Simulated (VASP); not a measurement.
Set up this calculation in VASP 6.6.1, as the native input.

```yaml
Task: single point
Functional: PBE
Potentials_or_basis: VASP PAW PBE potentials, release 64 (Fe)
Cutoff: 520 eV
k_mesh: 1 × 1 × 16
Occupations: gaussian, width 0.05 eV
Spin: collinear spin, ferromagnetic start
Starting_moments: "[2.44, 2.44] μB"
Dipole_correction: no
Further_INCAR_settings: ALGO = Normal; EDIFF = 1e-06; NBANDS = 19
```

The structure of Fe lies in POSCAR:

```
Fe
1.0
   10.0000000000      0.0000000000      0.0000000000
    0.0000000000      9.3000000000      0.0000000000
    0.0000000000      0.0000000000      2.5398259963
Fe
2
Direct
    0.4076841691      0.5000000000      0.0000000000
    0.5923158309      0.5000000000      0.5000000000
```

One way to write it, as run:

INCAR

```
SYSTEM = Fe
  PREC = Accurate
  ENCUT = 520
  EDIFF = 1E-6
  ISMEAR = 0
  SIGMA = 0.05
  LREAL = .FALSE.
  LASPH = .TRUE.
  NELM = 150
  ALGO = Normal
  ISIF = 2
  LWAVE = .FALSE.
  LCHARG = .TRUE.
  ISPIN = 2
  MAGMOM = 2.44 2.44
  LORBIT = 11
  LMAXMIX = 4
  GGA = PE
  LELF = .TRUE.
  LVHAR = .TRUE.
  NBANDS = 19
```

KPOINTS

```
regular mesh
0
G
  1 1 16
  0 0 0
```

Potentials or basis: VASP PAW PBE potentials, release 64 (Fe).

Launch:

```console
$ cat potpaw_PBE.64/Fe/POTCAR > POTCAR
$ mpirun -np 1 vasp_std > vasp.out
```

It gave:

- Largest force: 0.072 eV/Å
- Net moment: 6.44 μB per cell
- Site moments: Fe +2.95 μB
- Valence electrons inside the program's atomic spheres: Fe 6.99

Wall time 81 s on 1 thread of AMD EPYC 9R45 96-Core Processor (Zen 5), on a shared host, peak memory 0.38 GiB.
